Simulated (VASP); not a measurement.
Li2Se: single point with HSE06

The system is Li2Se.

```
CELL_PARAMETERS angstrom
0.00000 2.98689 2.98689
2.98689 0.00000 2.98689
2.98689 2.98689 0.00000
ATOMIC_POSITIONS crystal
Li 0.75000 0.75000 0.75000
Li 0.25000 0.25000 0.25000
Se 0.00000 0.00000 0.00000
```

```json
{
  "Program": "VASP 6.6.1",
  "Task": "single point",
  "Functional": "HSE06",
  "Potentials or basis": "VASP PAW PBE potentials, release 64 (Li_sv, Se)",
  "Cutoff": "650 eV",
  "k mesh": "4 × 4 × 4",
  "Occupations": "fermi-dirac, width 0.02 eV",
  "Spin": "no spin polarisation",
  "Dipole correction": "no",
  "Grid for exact exchange (PRECFOCK)": "Normal",
  "Further INCAR settings": "ALGO = Normal; EDIFF = 1e-06; NBANDS = 13",
  "Share of exact exchange": "0.25",
  "Screening parameter": "0.2079 1/Å"
}
```

```json
{"Pressure": "-0.2 GPa", "Band gap on the k mesh": "3.82 eV (least direct gap 4.42 eV)"}
```

Levels at points of the mesh, in eV from the valence-band top:
```tsv
k point	band 2	band 3	band 4	band 5	band 6	band 7	band 8	band 9	band 10	band 11
(0.00, 0.00, 0.00)	-47.72	-12.50	0.00	0.00	0.00	4.42	6.67	6.67	6.67	11.81
(0.50, 0.00, 0.00)	-47.73	-12.06	-3.22	-0.58	-0.58	6.22	7.00	7.00	9.10	12.92
(0.50, 0.50, 0.00)	-47.73	-11.93	-2.54	-1.58	-1.58	3.82	7.24	11.73	11.73	12.96
```

Wall time 4.4 min on 1 thread of Intel(R) Xeon(R) 6975P-C (Granite Rapids), with other jobs on the host, peak memory 0.31 GiB.

Caveat: the k points lie up to 0.46 Å⁻¹ apart; the PAW data sets were made with another functional, which shifts forces and pressure a little. A k mesh can miss the band edges.
